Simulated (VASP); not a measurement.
# Ta2AlC2N (P4/mmm) in VASP: further runs

The runs below take Ta2AlC2N through single point, relaxation of cell and atoms, with PBE.

Everything below comes from runs of VASP 6.6.1. Logs are shortened: lines on timing, memory, paths and dates and some standing lists are left out, and cuts for length are marked.

### Step 1. The cell of the first run

Symmetry: P4/mmm, No. 123, tetragonal system. The conventional cell has a = 3.581 Å, b = 3.581 Å, c = 5.778 Å, α = 90.00°, β = 90.00°, γ = 90.00°. Within 3.0 Å of Ta (site symmetry 4mm) lie 4 C at 2.25 Å and 1 Ta at 2.72 Å and 4 N at 2.87 Å and 4 Al at 2.96 Å. Within 3.8 Å of Al (site symmetry 4/mmm) lie 2 N at 2.89 Å and 8 Ta at 2.96 Å and 8 C at 3.40 Å and 4 Al at 3.58 Å. Within 2.4 Å of C (site symmetry mmm) lie 2 N at 1.79 Å and 4 Ta at 2.25 Å. N (site symmetry 4/mmm) has 4 C at 1.79 Å within 2.4 Å.

### Step 2. Single point, PBE

File INCAR:

```
SYSTEM = Ta2AlC2N
PREC     = Accurate       ! precision mode
ENCUT    = 520            ! plane-wave cutoff, eV
EDIFF    = 1E-7           ! SCF threshold, eV
ISMEAR   = 0              ! smearing method
SIGMA    = 0.1            ! smearing width, eV
LREAL    = .False.        ! projectors in reciprocal space
LASPH    = .True.         ! aspherical terms in the spheres
NELM     = 80             ! most SCF steps
ALGO     = Normal         ! electronic algorithm
ISIF     = 2              ! what is computed and relaxed
LWAVE    = .False.        ! write WAVECAR
LCHARG   = .False.        ! write CHGCAR
GGA      = PE             ! functional
NBANDS   = 28             ! bands
```

File KPOINTS:

```
regular mesh
0
Gamma
  4 4 4
  0 0 0
```

File POSCAR:

```
Ta2AlC2N
1.0
    3.5809846766      0.0000000000      0.0000000000
    0.0000000000      3.5809846766      0.0000000000
    0.0000000000      0.0000000000      5.7781467657
Ta Al C N
2 1 2 1
Direct
    0.5000000000      0.5000000000      0.2356198692
    0.5000000000      0.5000000000      0.7643801308
    0.0000000000      0.0000000000      0.5000000000
    0.0000000000      0.5000000000      0.0000000000
    0.5000000000      0.0000000000      0.0000000000
    0.0000000000      0.0000000000      0.0000000000
```

Potentials or basis: VASP PAW PBE potentials, release 64 (Ta_pv, Al, C, N).

Run with:

```sh
$ cat potpaw_PBE.64/Ta_pv/POTCAR potpaw_PBE.64/Al/POTCAR potpaw_PBE.64/C/POTCAR potpaw_PBE.64/N/POTCAR > POTCAR
$ mpirun -np 1 vasp_std > vasp.out
```

OUTCAR:

```text
SYSTEM = Ta2AlC2N
   PREC = Accurate
   ENCUT = 520
   EDIFF = 1E-7
   ISMEAR = 0
   LREAL = .False.
   LASPH = .True.
   NELM = 80
   ISIF = 2
   GGA = PE

 ion  position               nearest neighbor table
   1  0.500  0.500  0.236-   4 2.25   5 2.25   5 2.25   4 2.25   2 2.72   3 2.96   3 2.96   3 2.96
                             3 2.96   2 3.06
   2  0.500  0.500  0.764-   4 2.25   5 2.25   5 2.25   4 2.25   1 2.72   3 2.96   3 2.96   3 2.96
                             3 2.96   1 3.06
   3  0.000  0.000  0.500-   1 2.96   2 2.96   1 2.96   2 2.96   1 2.96   2 2.96   1 2.96   2 2.96

   4  0.000  0.500  0.000-   6 1.79   6 1.79   1 2.25   2 2.25   1 2.25   2 2.25
   5  0.500  0.000  0.000-   6 1.79   6 1.79   1 2.25   1 2.25   2 2.25   2 2.25
   6  0.000  0.000  0.000-   4 1.79   5 1.79   4 1.79   5 1.79

  LATTYP: Found a simple tetragonal cell.
 ALAT       =     3.5809846766
 C/A-ratio  =     1.6135636668

  Lattice vectors:

 A1 = (   3.5809846766,   0.0000000000,   0.0000000000)
 A2 = (   0.0000000000,   3.5809846766,   0.0000000000)
 A3 = (   0.0000000000,   0.0000000000,   5.7781467657)

Analysis of symmetry for initial positions (statically):
=====================================================================
 Subroutine PRICEL returns:
 Original cell was already a primitive cell.

 Routine SETGRP: Setting up the symmetry group for a
 simple tetragonal supercell.

 Subroutine GETGRP returns: Found 16 space group operations
 (whereof 16 operations were pure point group operations)
 out of a pool of 16 trial point group operations.

The static configuration has the point symmetry D_4h.

Analysis of symmetry for dynamics (positions and initial velocities):
=====================================================================
 Subroutine PRICEL returns:
 Original cell was already a primitive cell.

 Routine SETGRP: Setting up the symmetry group for a
 simple tetragonal supercell.

 Subroutine GETGRP returns: Found 16 space group operations
 (whereof 16 operations were pure point group operations)
 out of a pool of 16 trial point group operations.

The dynamic configuration has the point symmetry D_4h.

 Subroutine INISYM returns: Found 16 space group operations
 (whereof 16 operations are pure point group operations),
 and found     1 'primitive' translations

----------------------------------------------------------------------------------------

                                     Primitive cell

  volume of cell :      74.0958

  direct lattice vectors                    reciprocal lattice vectors
     3.580984677  0.000000000  0.000000000     0.279252801  0.000000000  0.000000000
     0.000000000  3.580984677  0.000000000     0.000000000  0.279252801  0.000000000
     0.000000000  0.000000000  5.778146766     0.000000000  0.000000000  0.173065871

  length of vectors
     3.580984677  3.580984677  5.778146766     0.279252801  0.279252801  0.173065871

  position of ions in fractional coordinates (direct lattice)
     0.500000000  0.500000000  0.235619869
     0.500000000  0.500000000  0.764380131
     0.000000000  0.000000000  0.500000000
     0.000000000  0.500000000  0.000000000
     0.500000000  0.000000000  0.000000000
     0.000000000  0.000000000  0.000000000

  ion indices of the primitive-cell ions
   primitive index   ion index
                 1           1
                 2           2
                 3           3
                 4           4
                 5           5
                 6           6

----------------------------------------------------------------------------------------

 KPOINTS: regular mesh

Automatic generation of k-mesh.
 Grid dimensions read from file:
 generate k-points for:    4    4    4

 Generating k-lattice:

  Cartesian coordinates                     Fractional coordinates (reciprocal lattice)
     0.069813200  0.000000000  0.000000000     0.250000000  0.000000000  0.000000000
     0.000000000  0.069813200  0.000000000     0.000000000  0.250000000  0.000000000
     0.000000000  0.000000000  0.043266468     0.000000000  0.000000000  0.250000000

  Length of vectors
     0.069813200  0.069813200  0.043266468

  Shift w.r.t. Gamma in fractional coordinates (k-lattice)
     0.000000000  0.000000000  0.000000000

 Subroutine IBZKPT returns following result:
 ===========================================

 Found     18 irreducible k-points:

 Following reciprocal coordinates:
            Coordinates               Weight
  0.000000  0.000000  0.000000      1.000000
  0.250000  0.000000  0.000000      4.000000
  0.500000  0.000000  0.000000      2.000000
  0.250000  0.250000  0.000000      4.000000
  0.500000  0.250000  0.000000      4.000000
  0.500000  0.500000  0.000000      1.000000
[... 10 lines left out ...]
  0.500000  0.250000  0.500000      4.000000
  0.500000  0.500000  0.500000      1.000000
   k-points           NKPTS =     18   k-points in BZ     NKDIM =     18   number of bands    NBANDS=     28
   number of dos      NEDOS =    301   number of ions     NIONS =      6
   total plane-waves  NPLWV =  37632
   dimension x,y,z NGX =    28 NGY =   28 NGZ =   48
   dimension x,y,z NGXF=    56 NGYF=   56 NGZF=   96
   ions per type =               2   1   2   1
   NGX,Y,Z   is equivalent  to a cutoff of  13.00, 13.00, 13.81 a.u.
   NGXF,Y,Z  is equivalent  to a cutoff of  26.00, 26.00, 27.62 a.u.
 SYSTEM =  Ta2AlC2N
   PREC   = accura    normal or accurate (medium, high low for compatibility)
   ISTART =      0    job   : 0-new  1-cont  2-samecut
   ICHARG =      2    charge: 1-file 2-atom 10-const
   ISPIN  =      1    spin polarized calculation?
   LNONCOLLINEAR =      F non collinear calculations
   LSORBIT =      F    spin-orbit coupling
   LASPH  =      T    aspherical Exc in radial PAW
   ENCUT  =  520.0 eV  38.22 Ry    6.18 a.u.   6.66  6.66 10.74*2*pi/ulx,y,z
   NELM   =     80;   NELMIN=  2; NELMDL= -5     # of ELM steps
   EDIFF  = 0.1E-06   stopping-criterion for ELM
   LREAL  =      F    real-space projection
   EDIFFG = 0.1E-05   stopping-criterion for IOM
   NSW    =      0    number of steps for IOM
   IBRION =     -1    ionic relax: 0-MD 1-quasi-New 2-CG
   NFREE  =      0    steps in history (QN), initial steepest desc. (CG)
   ISIF   =      2    stress and relaxation
   ISYM   =      2    0-nonsym 1-usesym 2-fastsym
   POTIM  = 0.5000    time-step for ionic-motion
   TEBEG  =    0.0;   TEEND  =   0.0 temperature during run
   PSTRESS=    0.0 pullay stress
   NELECT =      38.0000    total number of electrons
   NUPDOWN=      -1.0000    fix difference up-down
   EMIN   =  10.00;   EMAX   =-10.00  energy-range for DOS
   EFERMI =   0.00;   METHOD = LEGACY
   ISMEAR =     0;   SIGMA  =   0.10  broadening in eV -4-tet -1-fermi 0-gaus
   EFERMI_NEDOS =   21; number of points for ismear=-14 and -15
   IALGO  =     38    algorithm
   IMIX   =      4    mixing-type and parameters
     AMIX     =   0.40;   BMIX     =  1.00
     AMIX_MAG =   1.60;   BMIX_MAG =  1.00
  volume/ion in A,a.u.               =      12.35        83.34
  Fermi-wavevector in a.u.,A,eV,Ry     =   1.310403  2.476303 23.363325  1.717156
  Thomas-Fermi vector in A             =   2.440936
   LORBIT       =      0    0 simple, 1 ext, 2 COOP (PROOUT), +10 PAW based schemes
   GGA     = PE    functional components
   LHFCALC =     F    Hartree Fock is set to
   AEXX    =    0.0000 exact exchange contribution
   IVDW    =     0    specifies the selected vdW correction
   LEPSILON=     F    determine dielectric tensor
   LRPA    =     F    only Hartree local field effects (RPA)
 non-spin polarized calculation
 Gauss-broadening in eV      SIGMA  =   0.10
  energy-cutoff  :      520.00
  volume of cell :       74.10
 maximum number of plane-waves:      2016
 NGX is ok and might be reduce to    28
   NGX = 13   NGY = 13   NGZ = 21

 number of electron      38.0000004 magnetization

 Free energy of the ion-electron system (eV)
  ---------------------------------------------------
  ext. energy  EPLUGINS =         0.00000000
  ---------------------------------------------------
  free energy    TOTEN  =       -47.28318887 eV

  energy without entropy =      -47.26526275  energy(sigma->0) =      -47.27422581

 E-fermi :   7.0322     XC(G=0): -11.9587

 val. band max:        7.0120983918   @ k =   0.2500   0.0000   0.5000
 cond. band min:       7.0728658014   @ k =   0.5000   0.2500   0.5000
 fundamental gap:      0.0607674096
 Fermi energy:         7.0322276285

 k-point     1 :       0.0000    0.0000    0.0000
  band No.  band energies     occupation
      1     -28.2237      2.00000
      2     -27.9907      2.00000
      3     -27.9907      2.00000
      4     -27.8768      2.00000
      5     -27.8768      2.00000
      6     -27.3419      2.00000
[... 20 lines left out ...]
     27      13.4167      0.00000
     28      13.6269      0.00000

 k-point     2 :       0.2500    0.0000    0.0000
  band No.  band energies     occupation
      1     -28.2149      2.00000
      2     -28.0473      2.00000
      3     -27.9860      2.00000
      4     -27.9256      2.00000
      5     -27.8733      2.00000
      6     -27.3374      2.00000
[... 20 lines left out ...]
     27      12.1675      0.00000
     28      12.5071      0.00000

 k-point     3 :       0.5000    0.0000    0.0000
  band No.  band energies     occupation
      1     -28.2054      2.00000
      2     -28.1039      2.00000
      3     -27.9813      2.00000
      4     -27.9739      2.00000
      5     -27.8697      2.00000
      6     -27.3330      2.00000
[... 20 lines left out ...]
     27      11.7717      0.00000
     28      12.0626      0.00000

 k-point     4 :       0.2500    0.2500    0.0000
  band No.  band energies     occupation
      1     -28.2066      2.00000
      2     -28.0426      2.00000
      3     -28.0402      2.00000
      4     -27.9222      2.00000
      5     -27.9209      2.00000
      6     -27.3330      2.00000
[... 392 lines left out ...]
     27      11.2194      0.00000
     28      11.3677      0.00000

 k-point    17 :       0.5000    0.2500    0.5000
  band No.  band energies     occupation
      1     -28.0729      2.00000
      2     -28.0182      2.00000
      3     -27.9987      2.00000
      4     -27.9936      2.00000
      5     -27.9399      2.00000
      6     -27.5433      2.00000
[... 20 lines left out ...]
     27      11.3172      0.00000
     28      11.8746      0.00000

 k-point    18 :       0.5000    0.5000    0.5000
  band No.  band energies     occupation
      1     -28.0662      2.00000
      2     -28.0662      2.00000
      3     -27.9958      2.00000
      4     -27.9885      2.00000
      5     -27.9885      2.00000
      6     -27.5379      2.00000
[... 20 lines left out ...]
     27      10.0059      0.00000
     28      10.6766      0.00000

------------------------ aborting loop because EDIFF is reached ----------------------------------------

  FORCE on cell =-STRESS in cart. coord.  units (eV):
  Direction    XX          YY          ZZ          XY          YZ          ZX
  --------------------------------------------------------------------------------------
  -------------------------------------------------------------------------------------
  Total        0.1136412      0.1136412      0.2077843      0.0000000     -0.0000000      0.0000000
  in kB        2.4572693      2.4572693      4.4929308      0.0000000     -0.0000000      0.0000000
  external PRESSURE =       3.1358231 kB  Pullay stress =       0.0000000 kB

 VOLUME and BASIS-vectors are now :
 -----------------------------------------------------------------------------
  energy-cutoff  :      520.00
  volume of cell :       74.10
      direct lattice vectors                 reciprocal lattice vectors
     3.580984677  0.000000000  0.000000000     0.279252801  0.000000000  0.000000000
     0.000000000  3.580984677  0.000000000     0.000000000  0.279252801  0.000000000
     0.000000000  0.000000000  5.778146766     0.000000000  0.000000000  0.173065871

 POSITION                                       TOTAL-FORCE (eV/Angst)
 -----------------------------------------------------------------------------------
      1.79049      1.79049      1.36145        -0.000000      0.000000      0.027921
      1.79049      1.79049      4.41670         0.000000     -0.000000     -0.027921
      0.00000      0.00000      2.88907         0.000000      0.000000      0.000000
      0.00000      1.79049      0.00000         0.000000      0.000000      0.000000
      1.79049      0.00000      0.00000         0.000000      0.000000      0.000000
      0.00000      0.00000      0.00000         0.000000      0.000000      0.000000
 -----------------------------------------------------------------------------------
    total drift:                                0.000000      0.000000     -0.000000

  FREE ENERGIE OF THE ION-ELECTRON SYSTEM (eV)
  ---------------------------------------------------
  free  energy   TOTEN  =       -47.2831888700 eV

  energy  without entropy=      -47.2652627493  energy(sigma->0) =      -47.27422581
```

Run time: 31 s. Hardware: 1 thread of Intel Xeon Platinum 8488C (Sapphire Rapids), shared host; peak memory 0.2 GiB.

What came out:

```
Free energy            : -47.2832 eV
Pressure               : 0.3 GPa
Largest force          : 0.028 eV/Å
Band gap on the k mesh : zero (band 19 reaches 7.95 eV, above the bottom of band 20 at 6.93 eV)
```

Forces in eV/Å, atoms in the order of the input:
```
Ta   0.000  0.000  0.028
Ta   0.000  0.000 -0.028
Al   0.000  0.000  0.000
C    0.000  0.000  0.000
C    0.000  0.000  0.000
N    0.000  0.000  0.000
```

Stress tensor (GPa, compression positive):
```
0.25 0.00 0.00
0.00 0.25 0.00
0.00 0.00 0.45
```

Caveat: the k points lie up to 0.44 Å⁻¹ apart; spin-orbit coupling is left out, which moves the levels of the heavy elements.

### Step 3. Relaxation of cell and atoms, PBE

This run uses another cell than the first one, of 12.49 Å³/atom, 1.012 times its volume.

File INCAR:

```
SYSTEM = Ta2AlC2N
PREC     = Accurate       ! precision mode
ENCUT    = 600            ! plane-wave cutoff, eV
EDIFF    = 1E-6           ! SCF threshold, eV
ISMEAR   = 0              ! smearing method
SIGMA    = 0.1            ! smearing width, eV
LREAL    = .FALSE.        ! projectors in reciprocal space
LASPH    = .TRUE.         ! aspherical terms in the spheres
NELM     = 80             ! most SCF steps
ALGO     = Normal         ! electronic algorithm
ISIF     = 3              ! what is computed and relaxed
LWAVE    = .FALSE.        ! write WAVECAR
LCHARG   = .FALSE.        ! write CHGCAR
GGA      = PE             ! functional
IBRION   = 2              ! ionic algorithm
NSW      = 90             ! ionic steps
EDIFFG   = -0.04          ! ionic threshold
```

File KPOINTS:

```
Automatic mesh
0
G
  4 4 4
  0 0 0
```

File POSCAR:

```
Ta2AlC2N
1.0
    3.8797836900      0.0000000000      0.0000000000
    0.0000000000      3.8797836900      0.0000000000
    0.0000000000      0.0000000000      4.9804012700
Ta Al C N
2 1 2 1
Direct
    0.5000000000      0.5000000000      0.2788000100
    0.5000000000      0.5000000000      0.7211999900
    0.0000000000      0.0000000000      0.5000000000
    0.0000000000      0.5000000000      0.0000000000
    0.5000000000      0.0000000000      0.0000000000
    0.0000000000      0.0000000000      0.0000000000
```

Potentials or basis: VASP PAW PBE potentials, release 64 (Ta_pv, Al, C, N).

Run with:

```sh
$ cat potpaw_PBE.64/Ta_pv/POTCAR potpaw_PBE.64/Al/POTCAR potpaw_PBE.64/C/POTCAR potpaw_PBE.64/N/POTCAR > POTCAR
$ mpirun -np 1 vasp_std > vasp.out
```

Run time: 3.3 min. Hardware: 1 thread of Intel Xeon Platinum 8488C (Sapphire Rapids), shared host; peak memory 0.22 GiB.

The run converged. Its results:

* Free energy: -47.2898 eV
* Relaxed volume: 12.35 Å³/atom
* Relaxed cell: a = 3.581 Å, b = 3.581 Å, c = 5.777 Å, α = 90.00°, β = 90.00°, γ = 90.00°
* Space group after relaxing (to 0.05 Å): P4/mmm (No. 123)
* Energy gained by relaxing: 522.0 meV/atom
* Ionic steps: 11
* Pressure after relaxing: 0.1 GPa
* Largest force after relaxing: 0.008 eV/Å
* Band gap on the k mesh: zero (band 19 reaches 7.95 eV, above the bottom of band 20 at 6.93 eV)

Forces on the atoms (eV/Å):
```
Ta   0.000  0.000  0.008
Ta   0.000  0.000 -0.008
Al   0.000  0.000  0.000
C    0.000  0.000  0.000
C    0.000  0.000  0.000
N    0.000  0.000  0.000
```

Stress tensor (GPa, compression positive):
```
0.10 0.00 0.00
0.00 0.10 0.00
0.00 0.00 0.24
```

Step by step:
```csv
step,energy change (eV),largest force (eV/Å),pressure (GPa),volume (Å³)
1,0.0000,10.9321,-0.13,74.97
2,7.0716,34.9073,65.48,74.52
3,-2.2252,3.1313,3.68,74.88
4,-2.2792,1.3275,1.95,74.90
5,-3.0306,0.3339,-4.22,75.92
6,-3.0881,0.6438,-5.69,76.16
7,-3.0874,0.5875,-5.50,76.13
8,-3.0709,0.7892,7.41,71.98
9,-3.1316,0.0456,0.04,74.18
10,-3.1316,0.0587,0.15,74.14
11,-3.1319,0.0079,0.15,74.10
```

Final structure:
```
Ta Al C N
1.0
     3.58139    0.00000    0.00000
     0.00000    3.58139    0.00000
     0.00000    0.00000    5.77706
Ta Al C N
2 1 2 1
Cartesian
  1.7907 1.7907 1.3619
  1.7907 1.7907 4.4151
  0.0000 0.0000 2.8885
  0.0000 1.7907 0.0000
  1.7907 0.0000 0.0000
  0.0000 0.0000 0.0000
```

Levels at points of the mesh, in eV from the Fermi level:
```
           k point  band 16  band 17  band 18  band 19  band 20  band 21  band 22  band 23
(0.00, 0.00, 0.00)    -3.07    -2.40     0.05     0.73     0.77     1.82     2.07     2.07
(0.50, 0.00, 0.00)    -3.60    -0.54    -0.43     0.25     0.33     1.37     1.49     1.88
(0.50, 0.50, 0.00)    -2.87    -0.90    -0.40     0.92     0.92     1.17     1.98     2.07
(0.00, 0.00, 0.50)    -2.65    -2.65    -0.05    -0.05     0.46     1.03     1.44     1.88
(0.50, 0.00, 0.50)    -2.10    -0.61    -0.58    -0.20     0.23     0.40     0.77     1.31
(0.50, 0.50, 0.50)    -1.57    -1.23    -0.86    -0.76     0.06     0.06     1.79     2.22
```

Caveat: the k points lie up to 0.44 Å⁻¹ apart in the final cell; spin-orbit coupling is left out, which moves the levels of the heavy elements.
